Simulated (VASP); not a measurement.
A run of VASP 6.6.1 is set up as follows.

INCAR

```
SYSTEM = Ta
PREC     = Accurate       ! precision mode
ENCUT    = 520            ! plane-wave cutoff, eV
EDIFF    = 1E-6           ! SCF threshold, eV
ISMEAR   = 0              ! smearing method
SIGMA    = 0.1            ! smearing width, eV
LREAL    = .False.        ! projectors in reciprocal space
LASPH    = .True.         ! aspherical terms in the spheres
NELM     = 80             ! most SCF steps
ALGO     = Fast           ! electronic algorithm
ISIF     = 2              ! what is computed and relaxed
LWAVE    = .False.        ! write WAVECAR
LCHARG   = .False.        ! write CHGCAR
LDIPOL   = .True.       
IDIPOL   = 3            
DIPOL    = 0.5 0.5 0.500
GGA      = PE             ! functional
NBANDS   = 48             ! bands
```

The input KPOINTS:

```
regular mesh
0
Gamma
  10 10 1
  0 0 0
```

Contents of POSCAR:

```
Ta
1.0
    3.3187896405      0.0000000000      0.0000000000
    0.0000000000      3.3187896405      0.0000000000
    0.0000000000      0.0000000000     24.9563689214
Ta
7
Direct
    0.5000000000      0.5000000000      0.3069895055
    0.0000000000      0.0000000000      0.3655250977
    0.5000000000      0.5000000000      0.4321869440
    0.0000000000      0.0000000000      0.4999999970
    0.5000000000      0.5000000000      0.5678130580
    0.0000000000      0.0000000000      0.6344749045
    0.5000000000      0.5000000000      0.6930104934
```

Potentials or basis: VASP PAW PBE potentials, release 64 (Ta_pv).

The run is started by

```sh
$ cat potpaw_PBE.64/Ta_pv/POTCAR > POTCAR
$ mpirun -np 1 vasp_std > vasp.out
```

Problem. Estimate the band gap on the k mesh.

Solution. Zero (an odd number of electrons rules out a gap without spin polarisation).

Problem. Predict the largest force.

Solution. 0.007 eV/Å.

Forces on the atoms (eV/Å):
```
Ta   0.000  0.000  0.001
Ta   0.000  0.000 -0.007
Ta   0.000  0.000  0.002
Ta   0.000  0.000  0.000
Ta   0.000  0.000 -0.002
Ta   0.000  0.000  0.007
Ta   0.000  0.000 -0.001
```

Caveat: spin-orbit coupling is left out, which moves the levels of the heavy elements.
